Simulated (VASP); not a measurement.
MgO:

```
Mg O
1.0
     0.00000    2.20989    2.20989
     2.20989    0.00000    2.20989
     2.20989    2.20989    0.00000
Mg O
1 1
Direct
  0.00000 0.00000 0.00000
  0.25000 0.25000 0.25000
```

This cell differs from its parent crystal: strain -3.2%.

Base run:

| Property | Result |
| --- | --- |
| Program | VASP 6.6.1 |
| Functional | HSE06 |
| Potentials or basis | VASP PAW PBE potentials, release 64 (Mg, O) |
| Cutoff | 520 eV |
| k mesh | 6 × 6 × 6 |
| Occupations | gaussian, width 0.01 eV |
| Spin | no spin polarisation |

Its results: band gap on the k mesh 5.88 eV, direct; pressure 14.9 GPa.

Problem. The run is repeated on the same cell with these changes: functional from HSE06 to r2SCAN; k mesh from 6 × 6 × 6 to 10 × 10 × 10. What comes out?

Solution. Band gap on the k mesh 4.92 eV, direct; pressure 14.4 GPa.

Several settings changed at once, so the effect can't be laid on one alone.

Caveats: the PAW data sets were made with another functional, which shifts forces and pressure a little.

